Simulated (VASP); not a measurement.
# TiNi in VASP: notebook

Runs on TiNi. Level: PBEsol. Tasks: single point.

Program: VASP 6.6.1. These are calculated values, not measurements. Logs are shortened: lines on timing, memory, paths and dates and some standing lists are left out, and cuts for length are marked.

### Step 1. The cell of the first run

It takes space group P4/mmm (No. 123, tetragonal). The conventional cell has a = 2.926 Å, b = 2.926 Å, c = 3.048 Å, α = 90.00°, β = 90.00°, γ = 90.00°. Ti (site symmetry 4/mmm) has 8 Ni at 2.57 Å and 6 Ti at 2.93 to 3.05 Å within 3.4 Å. Ni (site symmetry 4/mmm) has 8 Ti at 2.57 Å and 6 Ni at 2.93 to 3.05 Å within 3.4 Å.

### Step 2. Single point, PBEsol (biaxial strain in the a-b plane: -1.5 %, then relaxed in part)

Contents of INCAR:

```
SYSTEM = TiNi
PREC = Accurate ; ENCUT = 520
EDIFF = 1E-6 ; ISMEAR = 0
SIGMA = 0.1 ; LREAL = .FALSE.
LASPH = .TRUE. ; NELM = 60
ALGO = Fast ; ISIF = 2
LWAVE = .FALSE. ; LCHARG = .FALSE.
GGA = PS ; NBANDS = 18
```

Contents of KPOINTS:

```
regular mesh
0
G
  18 18 18
  0 0 0
```

Contents of POSCAR:

```
TiNi
1.0
    2.9263079642      0.0000000000      0.0000000000
    0.0000000000      2.9263079642      0.0000000000
    0.0000000000      0.0000000000      3.0481155984
Ti Ni
1 1
Direct
    0.5000000000      0.5000000000      0.5000000000
    0.0000000000      0.0000000000      0.0000000000
```

Potentials or basis: VASP PAW PBE potentials, release 64 (Ti_sv, Ni).

The run is started by

```bash
$ cat potpaw_PBE.64/Ti_sv/POTCAR potpaw_PBE.64/Ni/POTCAR > POTCAR
$ mpirun -np 1 vasp_std > vasp.out
```

OUTCAR:

```text
SYSTEM = TiNi
   PREC = Accurate
   ENCUT = 520
   EDIFF = 1E-6
   ISMEAR = 0
   LREAL = .FALSE.
   LASPH = .TRUE.
   NELM = 60
   ISIF = 2
   GGA = PS

 ion  position               nearest neighbor table
   1  0.500  0.500  0.500-   2 2.57   2 2.57   2 2.57   2 2.57   2 2.57   2 2.57   2 2.57   2 2.57

   2  0.000  0.000  0.000-   1 2.57   1 2.57   1 2.57   1 2.57   1 2.57   1 2.57   1 2.57   1 2.57

  LATTYP: Found a simple tetragonal cell.
 ALAT       =     2.9263079642
 C/A-ratio  =     1.0416250223

  Lattice vectors:

 A1 = (   2.9263079642,   0.0000000000,   0.0000000000)
 A2 = (   0.0000000000,   2.9263079642,   0.0000000000)
 A3 = (   0.0000000000,   0.0000000000,   3.0481155984)

Analysis of symmetry for initial positions (statically):
=====================================================================
 Subroutine PRICEL returns:
 Original cell was already a primitive cell.

 Routine SETGRP: Setting up the symmetry group for a
 simple tetragonal supercell.

 Subroutine GETGRP returns: Found 16 space group operations
 (whereof 16 operations were pure point group operations)
 out of a pool of 16 trial point group operations.

The static configuration has the point symmetry D_4h.

Analysis of symmetry for dynamics (positions and initial velocities):
=====================================================================
 Subroutine PRICEL returns:
 Original cell was already a primitive cell.

 Routine SETGRP: Setting up the symmetry group for a
 simple tetragonal supercell.

 Subroutine GETGRP returns: Found 16 space group operations
 (whereof 16 operations were pure point group operations)
 out of a pool of 16 trial point group operations.

The dynamic configuration has the point symmetry D_4h.

 Subroutine INISYM returns: Found 16 space group operations
 (whereof 16 operations are pure point group operations),
 and found     1 'primitive' translations

----------------------------------------------------------------------------------------

                                     Primitive cell

  volume of cell :      26.1019

  direct lattice vectors                    reciprocal lattice vectors
     2.926307964  0.000000000  0.000000000     0.341727533  0.000000000  0.000000000
     0.000000000  2.926307964  0.000000000     0.000000000  0.341727533  0.000000000
     0.000000000  0.000000000  3.048115598     0.000000000  0.000000000  0.328071547

  length of vectors
     2.926307964  2.926307964  3.048115598     0.341727533  0.341727533  0.328071547

[... 76 lines left out ...]
   LSORBIT =      F    spin-orbit coupling
   LASPH  =      T    aspherical Exc in radial PAW
   ENCUT  =  520.0 eV  38.22 Ry    6.18 a.u.   5.44  5.44  5.67*2*pi/ulx,y,z
   NELM   =     60;   NELMIN=  2; NELMDL= -5     # of ELM steps
   EDIFF  = 0.1E-05   stopping-criterion for ELM
   LREAL  =      F    real-space projection
   EDIFFG = 0.1E-04   stopping-criterion for IOM
   NSW    =      0    number of steps for IOM
   IBRION =     -1    ionic relax: 0-MD 1-quasi-New 2-CG
   NFREE  =      0    steps in history (QN), initial steepest desc. (CG)
   ISIF   =      2    stress and relaxation
   ISYM   =      2    0-nonsym 1-usesym 2-fastsym
   POTIM  = 0.5000    time-step for ionic-motion
   TEBEG  =    0.0;   TEEND  =   0.0 temperature during run
   PSTRESS=    0.0 pullay stress
   NELECT =      22.0000    total number of electrons
   NUPDOWN=      -1.0000    fix difference up-down
   EMIN   =  10.00;   EMAX   =-10.00  energy-range for DOS
   EFERMI =   0.00;   METHOD = LEGACY
   ISMEAR =     0;   SIGMA  =   0.10  broadening in eV -4-tet -1-fermi 0-gaus
   EFERMI_NEDOS =   21; number of points for ismear=-14 and -15
   IALGO  =     68    algorithm
   IMIX   =      4    mixing-type and parameters
     AMIX     =   0.40;   BMIX     =  1.00
     AMIX_MAG =   1.60;   BMIX_MAG =  1.00
  volume/ion in A,a.u.               =      13.05        88.07
  Fermi-wavevector in a.u.,A,eV,Ry     =   1.546412  2.922295 32.536840  2.391390
  Thomas-Fermi vector in A             =   2.651652
   LORBIT       =      0    0 simple, 1 ext, 2 COOP (PROOUT), +10 PAW based schemes
   GGA     = PS    functional components
   LHFCALC =     F    Hartree Fock is set to
   AEXX    =    0.0000 exact exchange contribution
   IVDW    =     0    specifies the selected vdW correction
   LEPSILON=     F    determine dielectric tensor
   LRPA    =     F    only Hartree local field effects (RPA)
 non-spin polarized calculation
 RMM-DIIS sequential band-by-band and
 Gauss-broadening in eV      SIGMA  =   0.10
  energy-cutoff  :      520.00
  volume of cell :       26.10
 maximum number of plane-waves:       723
 NGX is ok and might be reduce to    24
   NGX = 11   NGY = 11   NGZ = 11

 number of electron      22.0000011 magnetization

 Free energy of the ion-electron system (eV)
  ---------------------------------------------------
  ext. energy  EPLUGINS =         0.00000000
  ---------------------------------------------------
  free energy    TOTEN  =       -15.20879586 eV

  energy without entropy =      -15.19612885  energy(sigma->0) =      -15.20246235

 E-fermi :   9.7470     XC(G=0): -12.7821

 val. band max:        9.7469347471   @ k =   0.4444   0.4444   0.1111
 cond. band min:       9.7473581925   @ k =   0.2778   0.0000   0.2778
 fundamental gap:      0.0004234454
 Fermi energy:         9.7470226689

 k-point     1 :       0.0000    0.0000    0.0000
  band No.  band energies     occupation
      1     -47.1446      2.00000
      2     -23.3737      2.00000
      3     -23.3075      2.00000
      4     -23.3075      2.00000
      5       1.8188      2.00000
      6       5.6907      2.00000
[... 481 lines left out ...]
      5       4.0687      2.00000
      6       6.3603      2.00000
[... 10 lines left out ...]
     17      21.1121      0.00000
     18      22.0072      0.00000

 [... further k-points ...]
[... 5 lines left out ...]
  --------------------------------------------------------------------------------------
  -------------------------------------------------------------------------------------
  Total        0.1315979      0.1315979     -0.0227644      0.0000000      0.0000000      0.0000000
  in kB        8.0777072      8.0777072     -1.3973211      0.0000000      0.0000000      0.0000000
  external PRESSURE =       4.9193644 kB  Pullay stress =       0.0000000 kB

 VOLUME and BASIS-vectors are now :
 -----------------------------------------------------------------------------
  energy-cutoff  :      520.00
  volume of cell :       26.10
      direct lattice vectors                 reciprocal lattice vectors
     2.926307964  0.000000000  0.000000000     0.341727533  0.000000000  0.000000000
     0.000000000  2.926307964  0.000000000     0.000000000  0.341727533  0.000000000
     0.000000000  0.000000000  3.048115598     0.000000000  0.000000000  0.328071547

 POSITION                                       TOTAL-FORCE (eV/Angst)
 -----------------------------------------------------------------------------------
      1.46315      1.46315      1.52406         0.000000      0.000000      0.000000
      0.00000      0.00000      0.00000         0.000000      0.000000      0.000000
 -----------------------------------------------------------------------------------
    total drift:                                0.000000      0.000000     -0.000000

  FREE ENERGIE OF THE ION-ELECTRON SYSTEM (eV)
  ---------------------------------------------------
  free  energy   TOTEN  =       -15.2087958566 eV

  energy  without entropy=      -15.1961288493  energy(sigma->0) =      -15.20246235
```

stdout:

```text
POSCAR found type information on POSCAR TiNi
 POSCAR found :  2 types and       2 ions
 scaLAPACK will be used
 -----------------------------------------------------------------------------
|                                                                             |
|                                                                             |
[... 23 lines left out ...]
WARNING in EDDRMM: call to ZHEGV failed, returncode =   6  3     13
WARNING in EDDRMM: call to ZHEGV failed, returncode =   6  3     18
WARNING in EDDRMM: call to ZHEGV failed, returncode =   8  4      6
WARNING in EDDRMM: call to ZHEGV failed, returncode =   6  3     13
WARNING in EDDRMM: call to ZHEGV failed, returncode =   8  4      5
WARNING in EDDRMM: call to ZHEGV failed, returncode =   6  3      6
WARNING in EDDRMM: call to ZHEGV failed, returncode =   8  4     14
WARNING in EDDRMM: call to ZHEGV failed, returncode =   6  3      5
```

It took 7.3 min on 1 thread of Intel Xeon 8259CL, shared host; peak memory 0.37 GiB.

What came out:

```yaml
Free_energy: -15.2088 eV
Pressure: 0.5 GPa
Band_gap_on_the_k_mesh: zero (bands 11 and 12 overlap by 1.97 eV)
```

Caveat: the cell differs from its parent crystal (biaxial strain in the a-b plane: -1.5 %, then relaxed in part); the PAW data sets were made with another functional, which shifts forces and pressure a little. Spin polarisation is off, so any magnetic state and its effect on volume and gap are missing.

### Step 3. Single point, PBEsol (equal strain along all axes, cell held: -4.5 %)

Contents of INCAR:

```
SYSTEM = TiNi
  ALGO = Normal
  EDIFF = 1E-6
  ENCUT = 520
  GGA = PS
  ISIF = 2
  ISMEAR = 0
  LASPH = .True.
  LCHARG = .False.
  LREAL = .False.
  LWAVE = .False.
  NBANDS = 18
  NELM = 100
  PREC = Accurate
  SIGMA = 0.1
```

Contents of KPOINTS:

```
k-points
0
Gamma
  18 18 18
  0 0 0
```

Contents of POSCAR:

```
TiNi
1.0
    2.8371818044      0.0000000000      0.0000000000
    0.0000000000      2.8371818044      0.0000000000
    0.0000000000      0.0000000000      2.8371818044
Ti Ni
1 1
Direct
    0.5000000000      0.5000000000      0.5000000000
    0.0000000000      0.0000000000      0.0000000000
```

Potentials or basis: VASP PAW PBE potentials, release 64 (Ti_sv, Ni).

The run is started by

```bash
$ cat potpaw_PBE.64/Ti_sv/POTCAR potpaw_PBE.64/Ni/POTCAR > POTCAR
$ mpirun -np 1 vasp_std > vasp.out
```

OUTCAR:

```text
SYSTEM = TiNi
   EDIFF = 1E-6
   ENCUT = 520
   GGA = PS
   ISIF = 2
   ISMEAR = 0
   LASPH = .True.
   LREAL = .False.
   NELM = 100
   PREC = Accurate

 ion  position               nearest neighbor table
   1  0.500  0.500  0.500-   2 2.46   2 2.46   2 2.46   2 2.46   2 2.46   2 2.46   2 2.46   2 2.46

   2  0.000  0.000  0.000-   1 2.46   1 2.46   1 2.46   1 2.46   1 2.46   1 2.46   1 2.46   1 2.46

  LATTYP: Found a simple cubic cell.
 ALAT       =     2.8371818044

  Lattice vectors:

 A1 = (   2.8371818044,   0.0000000000,   0.0000000000)
 A2 = (   0.0000000000,   2.8371818044,   0.0000000000)
 A3 = (   0.0000000000,   0.0000000000,   2.8371818044)

Analysis of symmetry for initial positions (statically):
=====================================================================
 Subroutine PRICEL returns:
 Original cell was already a primitive cell.

 Routine SETGRP: Setting up the symmetry group for a
 simple cubic supercell.

 Subroutine GETGRP returns: Found 48 space group operations
 (whereof 48 operations were pure point group operations)
 out of a pool of 48 trial point group operations.

[... 157 lines left out ...]
  ext. energy  EPLUGINS =         0.00000000
  ---------------------------------------------------
  free energy    TOTEN  =       -14.91621339 eV

  energy without entropy =      -14.90453423  energy(sigma->0) =      -14.91037381

 E-fermi :  11.6185     XC(G=0): -13.5274

 val. band max:       11.6179249690   @ k =   0.3889   0.3889   0.0556
 cond. band min:      11.6247905924   @ k =   0.5000   0.2778   0.2222
 fundamental gap:      0.0068656234
 Fermi energy:        11.6185465814

 k-point     1 :       0.0000    0.0000    0.0000
  band No.  band energies     occupation
      1     -45.0569      2.00000
      2     -21.1894      2.00000
      3     -21.1894      2.00000
      4     -21.1894      2.00000
      5       3.0753      2.00000
      6       6.7698      2.00000
[... 481 lines left out ...]
      5       5.4961      2.00000
      6       7.5835      2.00000
[... 10 lines left out ...]
     17      23.9887      0.00000
     18      26.0592      0.00000

 [... further k-points ...]
[... 5 lines left out ...]
  --------------------------------------------------------------------------------------
  -------------------------------------------------------------------------------------
  Total        4.5138693      4.5138693      4.5138693     -0.0000000     -0.0000000      0.0000000
  in kB      316.6635403    316.6635403    316.6635403     -0.0000000     -0.0000000      0.0000000
  external PRESSURE =     316.6635403 kB  Pullay stress =       0.0000000 kB

 VOLUME and BASIS-vectors are now :
 -----------------------------------------------------------------------------
  energy-cutoff  :      520.00
  volume of cell :       22.84
      direct lattice vectors                 reciprocal lattice vectors
     2.837181804  0.000000000  0.000000000     0.352462432  0.000000000  0.000000000
     0.000000000  2.837181804  0.000000000     0.000000000  0.352462432  0.000000000
     0.000000000  0.000000000  2.837181804     0.000000000  0.000000000  0.352462432

 POSITION                                       TOTAL-FORCE (eV/Angst)
 -----------------------------------------------------------------------------------
      1.41859      1.41859      1.41859         0.000000      0.000000      0.000000
      0.00000      0.00000      0.00000         0.000000      0.000000      0.000000
 -----------------------------------------------------------------------------------
    total drift:                                0.000000      0.000000     -0.000000

  FREE ENERGIE OF THE ION-ELECTRON SYSTEM (eV)
  ---------------------------------------------------
  free  energy   TOTEN  =       -14.9162133859 eV

  energy  without entropy=      -14.9045342294  energy(sigma->0) =      -14.91037381
```

Run time: 2.8 min. Hardware: 1 thread of AMD EPYC 7R13, shared host; peak memory 0.19 GiB.

Results:

- Free energy: -14.9162 eV
- Pressure: 31.7 GPa
- Band gap on the k mesh: zero (bands 11 and 12 overlap by 2.23 eV)

Levels at points of the mesh, in eV from the Fermi level:
```
           k point  band 7  band 8  band 9  band 10  band 11  band 12  band 13  band 14  band 15  band 16
(0.00, 0.00, 0.00)   -4.85   -2.44   -2.44    -2.44     0.51     0.51     3.18     3.18     3.18     9.80
(0.50, 0.00, 0.00)   -3.45   -2.54   -2.54    -2.06    -1.06    -0.57     0.69     0.69     2.70     4.69
(0.50, 0.50, 0.00)   -3.40   -3.40   -1.55    -0.85     0.71     0.71     1.09     2.81     2.81     3.75
(0.50, 0.50, 0.50)   -3.34   -2.69   -2.69    -2.69    -1.52    -1.52     3.84     3.84     7.36     9.30
```

Caveat: the cell differs from its parent crystal (equal strain along all axes, cell held: -4.5 %); the cell stands under pressure; the PAW data sets were made with another functional, which shifts forces and pressure a little. Spin polarisation is off, so any magnetic state and its effect on volume and gap are missing.

### Step 4. Single point, PBEsol (equal strain along all axes, cell held: -3.0 %)

Contents of INCAR:

```
SYSTEM = TiNi
PREC     = Accurate       ! precision mode
ENCUT    = 520            ! plane-wave cutoff, eV
EDIFF    = 1E-6           ! SCF threshold, eV
ISMEAR   = 0              ! smearing method
SIGMA    = 0.1            ! smearing width, eV
LREAL    = .FALSE.        ! projectors in reciprocal space
LASPH    = .TRUE.         ! aspherical terms in the spheres
NELM     = 60             ! most SCF steps
ALGO     = Fast           ! electronic algorithm
ISIF     = 2              ! what is computed and relaxed
LWAVE    = .FALSE.        ! write WAVECAR
LCHARG   = .FALSE.        ! write CHGCAR
GGA      = PS             ! functional
NBANDS   = 18             ! bands
```

Contents of KPOINTS:

```
regular mesh
0
G
  18 18 18
  0 0 0
```

Contents of POSCAR:

```
TiNi
1.0
    2.8817448694      0.0000000000      0.0000000000
    0.0000000000      2.8817448694      0.0000000000
    0.0000000000      0.0000000000      2.8817448694
Ti Ni
1 1
Direct
    0.5000000000      0.5000000000      0.5000000000
    0.0000000000      0.0000000000      0.0000000000
```

The run is started by

```bash
$ cat potpaw_PBE.64/Ti_sv/POTCAR potpaw_PBE.64/Ni/POTCAR > POTCAR
$ mpirun -np 1 vasp_std > vasp.out
```

It took 5.6 min on 1 thread of AMD EPYC 7R13, shared host; peak memory 0.19 GiB.

Results (log left out):

```
Free energy            : -15.0875 eV
Pressure               : 18.9 GPa
Band gap on the k mesh : zero (bands 11 and 12 overlap by 2.07 eV)
```

Levels at points of the mesh, in eV from the Fermi level:
```
           k point  band 8  band 9  band 10  band 11  band 12  band 13  band 14  band 15
(0.00, 0.00, 0.00)   -2.30   -2.30    -2.30     0.49     0.49     3.00     3.00     3.00
(0.50, 0.00, 0.00)   -2.41   -2.41    -1.94    -0.95    -0.59     0.68     0.68     2.56
(0.50, 0.50, 0.00)   -3.20   -1.47    -0.82     0.63     0.63     1.03     2.65     2.65
(0.50, 0.50, 0.50)   -2.52   -2.52    -2.52    -1.44    -1.44     3.62     3.62     6.99
```

Caveat: the cell differs from its parent crystal (equal strain along all axes, cell held: -3.0 %); the cell stands under pressure; the PAW data sets were made with another functional, which shifts forces and pressure a little. Spin polarisation is off, so any magnetic state and its effect on volume and gap are missing.

### Step 5. Overview

```tsv
cell	gap on the mesh (eV)	pressure (GPa)
a = 2.926, b = 2.926, c = 3.048 Å, 2 atoms	none	0.5
a = 2.837 Å, 2 atoms	none	31.7
a = 2.882 Å, 2 atoms	none	18.9
```

Alike in all rows: task single point; level PBEsol; potentials or basis VASP PAW PBE potentials, release 64 (Ti_sv, Ni); no spin polarisation; k mesh 18 × 18 × 18; cutoff (eV) 520; smearing gaussian 0.1 eV.

Caveats: the PAW data sets were made with another functional, which shifts forces and pressure a little; the cell stands under pressure (at least some runs).

Absolute energies hang on the potentials; compare differences alone.
